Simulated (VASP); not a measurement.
KSrCl3:

```
K Sr Cl
1.0
     5.63620    0.00000    0.00000
     0.00000    5.63620    0.00000
     0.00000    0.00000    5.63620
K Sr Cl
1 1 3
Direct
  0.00000 0.00000 0.00000
  0.50000 0.50000 0.50000
  0.50000 0.50000 0.00000
  0.50000 0.00000 0.50000
  0.00000 0.50000 0.50000
```

Base run:

```yaml
Program: VASP 6.6.1
Functional: r2SCAN
Potentials_or_basis: VASP PAW PBE potentials, release 64 (K_sv, Sr_sv, Cl)
Cutoff: 520 eV
k_mesh: 4 × 4 × 4
Occupations: gaussian, width 0.01 eV
Spin: no spin polarisation
```

Its results: band gap on the k mesh 5.19 eV (least direct gap 5.41 eV); pressure 0.0 GPa.

Q: The run is repeated on the same cell with these changes: functional from r2SCAN to HSE06; k mesh from 4 × 4 × 4 to 2 × 2 × 2. What comes out?

A: Band gap on the k mesh 5.74 eV (least direct gap 5.97 eV); pressure 0.5 GPa.

Several settings changed at once.

Caveats: some runs use coarse meshes; the PAW data sets were made with another functional, which shifts forces and pressure a little.

A k mesh can miss the band edges.
